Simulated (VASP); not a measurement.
Ta9C7 (a cell with a defect), 16 atoms in the cell. The cell holds a defect, 16 atoms: a = 6.329 Å, b = 6.329 Å, c = 6.329 Å, α = 60.00°, β = 60.00°, γ = 60.00°. 

- Program: VASP 6.6.1
- Task: single point
- Functional: PBE
- Potentials or basis: VASP PAW PBE potentials, release 64 (Ta_sv_GW, C)
- Cutoff: 520 eV
- k mesh: 1 × 1 × 1
- Occupations: gaussian, width 0.1 eV
- Spin: no spin polarisation
- Dipole correction: no
- Second run: valence_matched
- Further INCAR settings: LREAL = Auto; ALGO = Normal; EDIFF = 1e-06; NBANDS = 86

Potentials or basis: VASP PAW PBE potentials, release 64 (Ta_sv_GW, C).

Launch:

```sh
$ cat potpaw_PBE.64/Ta_sv_GW/POTCAR potpaw_PBE.64/C/POTCAR > POTCAR
$ mpirun -np 1 vasp_gam > vasp.out
```

Hardware: 1 thread of Intel(R) Xeon(R) Platinum 8375C CPU @ 2.90GHz (Ice Lake), with other jobs on the host.

**Question.** Estimate the wall time of this run.

**Answer.** Wall time 83 s on 1 thread of Intel(R) Xeon(R) Platinum 8375C CPU @ 2.90GHz (Ice Lake) (shared host), peak memory 0.33 GiB. Counts: scf iterations 23, k points 1.
